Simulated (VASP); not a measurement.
Input of a VASP 6.6.1 run:

Contents of INCAR:

```
SYSTEM = HfN
PREC = Accurate ; ENCUT = 520
EDIFF = 1E-6 ; ISMEAR = 0
SIGMA = 0.1 ; LREAL = .False.
LASPH = .True. ; NELM = 60
ALGO = Normal ; ISIF = 2
LWAVE = .False. ; LCHARG = .False.
GGA = PE ; NBANDS = 14
```

The input KPOINTS:

```
Automatic mesh
0
Gamma
  6 6 6
  0 0 0
```

The input POSCAR:

```
HfN
1.0
    3.1037467598      0.0000000000      0.0000000000
   -1.5518733799      2.6879235409      0.0000000000
    0.0000000000      0.0000000000      2.9040778095
Hf N
1 1
Direct
    0.0000000000      0.0000000000      0.0000000000
    0.6666666667      0.3333333333      0.5000000000
```

Potentials or basis: VASP PAW PBE potentials, release 64 (Hf_pv, N).

Launch:

```bash
$ cat potpaw_PBE.64/Hf_pv/POTCAR potpaw_PBE.64/N/POTCAR > POTCAR
$ mpirun -np 1 vasp_std > vasp.out
```

(1) What does it give for the pressure?

Results:

(1) -1.9 GPa.

Caveat: the k points lie up to 0.39 Å⁻¹ apart.
